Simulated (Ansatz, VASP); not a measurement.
PtS2: VASP beside Ansatz

The input POSCAR:

```
PtS2
1.0
    3.5432000000      0.0000000000      0.0000000000
   -1.7716000000      3.0685012107      0.0000000000
    0.0000000000      0.0000000000      5.0388000000
Pt S
1 2
Direct
    0.0000000000      0.0000000000      0.0000000000
    0.6666666667      0.3333333333      0.7730000000
    0.3333333333      0.6666666667      0.2270000000
```

INCAR.step1

```
ALGO = Normal
EDIFF = 1E-5
ENCUT = 520
GGA = PE
ISIF = 2
ISMEAR = -1
LASPH = True
LREAL = False
LWAVE = True
NBANDS = 18
NELM = 80
PREC = Accurate
SIGMA = 0.05
```

INCAR.step2

```
AEXX = 0.25
ALGO = Normal
EDIFF = 1E-6
ENCUT = 520
ISIF = 2
ISMEAR = -1
ISTART = 1
LASPH = True
LCHARG = True
LELF = True
LHFCALC = True
LMIXTAU = True
LREAL = False
LVHAR = True
LWAVE = False
METAGGA = R2SCAN
NBANDS = 18
NELM = 80
PREC = Accurate
PRECFOCK = Normal
SIGMA = 0.05
```

KPOINTS

```
k-points
0
Gamma
  5 5 3
```

input.yaml

```yaml
crystal:
  lattice:
    - [3.5432, 0.0, 0.0]
    - [-1.7716, 3.0685012107, 0.0]
    - [0.0, 0.0, 5.0388]
  atoms:
    - { symbol: Pt, position: [0.0, 0.0, 0.0] }
    - { symbol: S, position: [0.6666666667, 0.3333333333, 0.773] }
    - { symbol: S, position: [0.3333333333, 0.6666666667, 0.227] }
hamiltonian:
  xc: { exchange: r2scan, correlation: r2scan, exx: { coeff: 0.25 } }
  pseudopotentials: { kind: paw }
kpoints:
  mp_grid: { grid: [5, 5, 3] }
scf:
  occupations: { method: fermi_dirac, width: 0.05 }
output:
  forces: true
  stress: true
  eigenvalues: true
```

Alike in both runs: task single point; functional r2SCAN-based global hybrid; k mesh 5 × 5 × 3; occupations fermi-dirac, width 0.05 eV; no spin polarisation.

|  | VASP | Ansatz |
| --- | --- | --- |
| version | VASP 6.6.1 | Ansatz 0.2.0 |
| potentials or method | VASP PAW PBE potentials, release 64 (Pt, S) | Ansatz PAW |
| plane-wave cutoff (eV) | 520 | 500 |
| valence electrons in the cell | 22 | 30 |

|  | VASP | Ansatz | Ansatz less VASP |
| --- | --- | --- | --- |
| gap on the k mesh at the Fermi level (eV) | 2.69 | 2.69 | +0.001 |
| least direct gap on the mesh (eV) | 3.00 | 2.98 | -0.020 |
| pressure (GPa) | 5.4 | 5.7 | +0.30 |
| traceless stress, the component that is largest in VASP (GPa) | 1.74 | 1.74 | +0.001 |
| rms of the force components (eV/Å) | 0.421 | 0.423 | +0.0021 |

VASP's potentials were made for PBE, not for r2SCAN-based global hybrid. Atom by atom the forces differ by 0.002 eV/Å (rms over components). The functional is the same, so the differences come from potentials, cutoffs and numerics. VASP's potentials hold 22 valence electrons a cell and Ansatz's 30, so a difference there can come from the potentials and not from the codes.

Neither program's run includes spin-orbit coupling. Noted on Ansatz's run: odd divisions of the mesh miss points on the zone boundary, where band edges often lie, so the gap on the mesh can be too wide.
